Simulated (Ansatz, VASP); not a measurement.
## Two plane-wave programs on WSe2

```xyz
6
Lattice="3.3207 0.0000 0.0000 -1.6603 2.8758 0.0000 0.0000 0.0000 15.2692" Properties=species:S:1:pos:R:3 pbc="T T T"
W     0.0000    1.9172    3.8173
W     1.6603    0.9586   11.4519
Se    0.0000    1.9172    9.7737
Se    1.6603    0.9586    2.1391
Se    0.0000    1.9172   13.1302
Se    1.6603    0.9586    5.4955
```

Alike in both runs: task single point; functional PBE; k mesh 10 × 10 × 2; occupations gaussian, width 0.05 eV; collinear spin.

|  | VASP | Ansatz |
| --- | --- | --- |
| version | VASP 6.6.1 | Ansatz 0.2.0 |
| potentials or method | VASP PAW PBE potentials, release 64 (W_sv, Se), cutoff 520 eV | scalar-relativistic, plane waves, PAW |
| valence electrons in the cell | 52 | 92 |

```tsv
	VASP	Ansatz	Ansatz less VASP
pressure (GPa)	0.2	0.0	-0.24
traceless stress, the component that is largest in VASP (GPa)	0.06	0.00	-0.060
rms of the force components (eV/Å)	0.021	0.000	-0.0207
net moment per atom (μB)	0.00	0.00	0.000
```

Atom by atom the forces differ by 0.021 eV/Å (rms over components). With one functional, cell and mesh, what is left measures potentials, basis and numerics. VASP's potentials hold 52 valence electrons a cell and Ansatz's 92, so a difference there can come from the potentials and not from the codes. Ansatz's warnings: seeded moment not kept.

Neither program's run includes spin-orbit coupling.
